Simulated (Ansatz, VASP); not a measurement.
**Two plane-wave programs on SnTe**

```
CELL_PARAMETERS angstrom
0.00000 3.20719 3.20719
3.20719 0.00000 3.20719
3.20719 3.20719 0.00000
ATOMIC_POSITIONS crystal
Sn 0.00000 0.00000 0.00000
Te 0.50000 0.50000 0.50000
```

Alike in both runs: task single point; functional PBE; k mesh 6 × 6 × 6; occupations fermi-dirac, width 0.02 eV; no spin polarisation.

```csv
,VASP,Ansatz
version,VASP 6.6.1,Ansatz 0.2.0
potentials or method,"VASP PAW PBE potentials, release 64 (Sn_d, Te)","plane waves, PAW"
plane-wave cutoff (eV),520,420
valence electrons in the cell,20,30
```

Ansatz gave:

```
pressure (GPa) : 0.0
```

**Question.** What did VASP give for the same quantities?

**Answer.** Pressure (GPa): -0.1.

The functional is the same, so the differences come from potentials, cutoffs and numerics. VASP's potentials hold 20 valence electrons a cell and Ansatz's 30, so a difference there can come from the potentials and not from the codes.

Neither program's run includes spin-orbit coupling.
